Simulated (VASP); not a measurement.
Mg2Ga2O3:

```
Mg Ga O
1.0
     3.05446   -4.81423    0.00000
     3.05446    4.81423    0.00000
     0.00000    0.00000    2.93796
Mg Ga O
2 2 3
Direct
  0.72323 0.27677 0.50000
  0.27677 0.72323 0.50000
  0.78100 0.78100 0.00000
  0.21900 0.21900 0.00000
  0.00000 0.50000 0.00000
  0.50000 0.00000 0.00000
  0.50000 0.50000 0.50000
```

This cell differs from its parent crystal: atoms taken out.

```yaml
Program: VASP 6.6.1
Task: relaxation of cell and atoms
Functional: PBE
Potentials_or_basis: VASP PAW PBE potentials, release 64 (Mg, Ga_d, O)
Cutoff: 600 eV
k_mesh: 6 × 6 × 10
Occupations: gaussian, width 0.1 eV
Spin: no spin polarisation
```

At the start: pressure -1.0 GPa; volume 12.34 Å³/atom.

Task: Where does the relaxation end?

Result: Over 8 steps the energy falls by 2.3 meV/atom and the volume is 12.15 Å³/atom (-1.6 %); space group Cmmm (No. 65, to 0.1 Å) before and after.

The path:
| step | energy change (eV) | largest force (eV/Å) | pressure (GPa) | volume (Å³) |
| --- | --- | --- | --- | --- |
| 1 | 0.0000 | 0.2880 | -1.03 | 86.40 |
| 2 | -0.0131 | 0.1576 | -0.01 | 85.41 |
| 3 | -0.0145 | 0.1015 | 0.28 | 85.07 |
| 4 | -0.0146 | 0.0856 | 0.42 | 84.97 |
| 5 | -0.0156 | 0.0371 | -0.18 | 85.24 |
| 6 | -0.0157 | 0.0192 | -0.09 | 85.19 |
| 7 | -0.0161 | 0.0103 | -0.09 | 85.13 |
| 8 | -0.0163 | 0.0099 | -0.06 | 85.06 |

Final structure:
```xyz
7
Lattice="3.0288 -4.7702 0.0000 3.0288 4.7702 0.0000 0.0000 0.0000 2.9436" Properties=species:S:1:pos:R:3 pbc="T T T"
Mg    3.0288   -2.1370    1.4718
Mg    3.0288    2.1370    1.4718
Ga    4.7568    0.0000    0.0000
Ga    1.3008    0.0000    0.0000
O     4.5432   -2.3851    0.0000
O     4.5432    2.3851    0.0000
O     3.0288    0.0000    1.4718
```

Caveat: the cell differs from its parent crystal (atoms taken out).
